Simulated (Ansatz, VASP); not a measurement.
# Two plane-wave programs on EuNi3

```
Eu Ni
1.0
     3.88792    0.00000    0.00000
     0.00000    3.88792    0.00000
     0.00000    0.00000    3.88792
Eu Ni
1 3
Direct
  0.00000 0.00000 0.00000
  0.50000 0.00000 0.50000
  0.00000 0.50000 0.50000
  0.50000 0.50000 0.00000
```

Alike in both runs: task single point; functional PBE; k mesh 7 × 7 × 7; occupations fermi-dirac, width 0.05 eV; collinear spin.

|  | VASP | Ansatz |
| --- | --- | --- |
| version | VASP 6.6.1 | Ansatz 0.2.0 |
| potentials or method | VASP PAW PBE potentials, release 64 (Eu, Ni) | Ansatz PAW |
| plane-wave cutoff (eV) | 520 | 420 |
| valence electrons in the cell | 47 | 71 |

```tsv
	VASP	Ansatz	Ansatz less VASP
gap on the k mesh at the Fermi level (eV)	none	none	-
pressure (GPa)	1.4	1.4	0.00
net moment per atom (μB)	1.49	1.48	-0.008
size of the moment on the site where the two differ most (μB)	6.30	6.34	+0.042
```

Site moments also hang on the region over which each program counts them. A gap of «none» marks a metal or a gap that the smearing closes. VASP's potentials hold 47 valence electrons a cell and Ansatz's 71, so a difference there can come from the potentials and not from the codes.

Spin-orbit coupling is off throughout.
